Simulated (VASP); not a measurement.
A run of VASP 6.6.1 is set up as follows.

Contents of INCAR:

```
SYSTEM = Ru
PREC = Accurate ; ENCUT = 520
EDIFF = 1E-6 ; ISMEAR = 0
SIGMA = 0.15 ; LREAL = .FALSE.
LASPH = .TRUE. ; NELM = 80
ALGO = Fast ; ISIF = 2
LWAVE = .FALSE. ; LCHARG = .FALSE.
GGA = PS ; NBANDS = 21
```

Contents of KPOINTS:

```
Automatic mesh
0
G
  18 18 10
  0 0 0
```

File POSCAR:

```
Ru
1.0
    2.6896847532      0.0000000000      0.0000000000
   -1.3448423766      2.3293353245      0.0000000000
    0.0000000000      0.0000000000      4.2523798378
Ru
2
Direct
    0.3433576522      0.6867153044      0.2500000000
    0.6566423478      0.3132846956      0.7500000000
```

Potentials or basis: VASP PAW PBE potentials, release 64 (Ru_pv).

The run is started by

```console
$ cat potpaw_PBE.64/Ru_pv/POTCAR > POTCAR
$ mpirun -np 1 vasp_std > vasp.out
```

Estimate the pressure.

0.4 GPa.

Estimate the largest force.

0.685 eV/Å.

Forces in eV/Å, atoms in the order of the input:
```
Ru   0.000 -0.685  0.000
Ru   0.000  0.685  0.000
```

Caveat: the PAW data sets were made with another functional, which shifts forces and pressure a little.
